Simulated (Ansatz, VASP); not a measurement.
Two plane-wave programs on B

```xyz
8
Lattice="3.6710 0.0000 0.0000 0.0000 3.6710 0.0000 0.0000 0.0000 3.6710" Properties=species:S:1:pos:R:3 pbc="T T T"
B     1.8355    1.8355    1.8355
B     0.0000    0.0000    0.0000
B     0.9178    0.0000    1.8355
B     1.8355    0.9178    0.0000
B     1.8355    2.7533    0.0000
B     2.7533    0.0000    1.8355
B     0.0000    1.8355    2.7533
B     0.0000    1.8355    0.9178
```

Alike in both runs: functional PBE; k mesh 6 × 6 × 6; occupations gaussian, width 0.1 eV; no spin polarisation.

Ansatz relaxed the structure, and its values are those at the end. VASP's run is a single point on that final structure, the one shown.

|  | VASP | Ansatz |
| --- | --- | --- |
| version | VASP 6.6.1 | Ansatz 0.2.0 |
| potentials or method | VASP PAW PBE potentials, release 64 (B), cutoff 500 eV | scalar-relativistic, plane waves, PAW |
| valence electrons in the cell | 24 | 24 |

|  | VASP | Ansatz | Ansatz less VASP |
| --- | --- | --- | --- |
| gap on the k mesh at the Fermi level (eV) | none | none | - |
| pressure (GPa) | -0.3 | -0.3 | +0.03 |

A gap of «none» marks a metal or a gap that the smearing closes.
